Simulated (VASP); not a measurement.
Input of a VASP 6.6.1 run:

The input INCAR:

```
SYSTEM = InSb3
PREC     = Accurate       ! precision mode
ENCUT    = 500            ! plane-wave cutoff, eV
EDIFF    = 1E-6           ! SCF threshold, eV
ISMEAR   = 0              ! smearing method
SIGMA    = 0.01           ! smearing width, eV
LREAL    = .False.        ! projectors in reciprocal space
LASPH    = .True.         ! aspherical terms in the spheres
NELM     = 120            ! most SCF steps
ALGO     = Normal         ! electronic algorithm
ISIF     = 2              ! what is computed and relaxed
LWAVE    = .False.        ! write WAVECAR
LCHARG   = .True.         ! write CHGCAR
GGA      = PE             ! functional
LELF     = .True.         ! ELF
LVHAR    = .True.       
NBANDS   = 22             ! bands
GGA_COMPAT= .False.
```

File KPOINTS:

```
Automatic mesh
0
Gamma
  5 5 5
  0 0 0
```

The input POSCAR:

```
InSb3
1.0
    4.8153978465      0.0000000000      0.0000000000
    0.0000000000      4.8153978465      0.0000000000
    0.0000000000      0.0000000000      4.8153978465
In Sb
1 3
Direct
    0.0000000000      0.0000000000      0.0000000000
    0.5000000000      0.0000000000      0.5000000000
    0.0000000000      0.5000000000      0.5000000000
    0.5000000000      0.5000000000      0.0000000000
```

Potentials or basis: VASP PAW PBE potentials, release 64 (In_d, Sb).

The run is started by

```bash
$ cat potpaw_PBE.64/In_d/POTCAR potpaw_PBE.64/Sb/POTCAR > POTCAR
$ mpirun -np 1 vasp_std > vasp.out
```

Problem. Predict the pressure.

Solution. -0.1 GPa.

Problem. Estimate the band gap on the k mesh.

Solution. Zero (band 14 reaches 10.15 eV, above the bottom of band 15 at 7.06 eV).

Caveat: spin-orbit coupling is left out, which moves the levels of the heavy elements.
